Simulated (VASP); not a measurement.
Set up this calculation in VASP 6.6.1, as the native input.

* Task: single point
* Functional: PBE
* Potentials or basis: VASP PAW PBE potentials, release 64 (Rb_sv)
* Cutoff: 520 eV
* k mesh: 12 × 12 × 8
* Occupations: gaussian, width 0.1 eV
* Spin: no spin polarisation
* Dipole correction: no
* Further INCAR settings: ALGO = Fast; EDIFF = 1e-06; NBANDS = 16

The structure of Rb lies in POSCAR:

```
Rb
1.0
    5.0646090873      0.0000000000      0.0000000000
   -2.5323045437      4.3860801299      0.0000000000
    0.0000000000      0.0000000000      8.2270494730
Rb
2
Direct
    0.6666666667      0.3333333333      0.2499780873
    0.3333333333      0.6666666667      0.7500219127
```

The cell was built from a structure type or drawn by symmetry, and may not be a known phase.

The input as run:

INCAR

```
PREC = Accurate
ENCUT = 520
EDIFF = 1E-6
ISMEAR = 0
SIGMA = 0.1
LREAL = False
LASPH = True
NELM = 60
ALGO = Fast
ISIF = 2
LWAVE = False
LCHARG = False
GGA = PE
NBANDS = 16
```

KPOINTS

```
regular mesh
0
Gamma
  12 12 8
```

Potentials or basis: VASP PAW PBE potentials, release 64 (Rb_sv).

The run is started by

```sh
$ cat potpaw_PBE.64/Rb_sv/POTCAR > POTCAR
$ mpirun -np 1 vasp_std > vasp.out
```

Results of the run:

```json
{"Pressure": "0.0 GPa", "Band gap on the k mesh": "zero (bands 9 and 10 overlap by 2.35 eV)"}
```

Run time: 7.7 min on 1 thread of Intel Xeon 8259CL (shared host), peak memory 0.5 GiB.
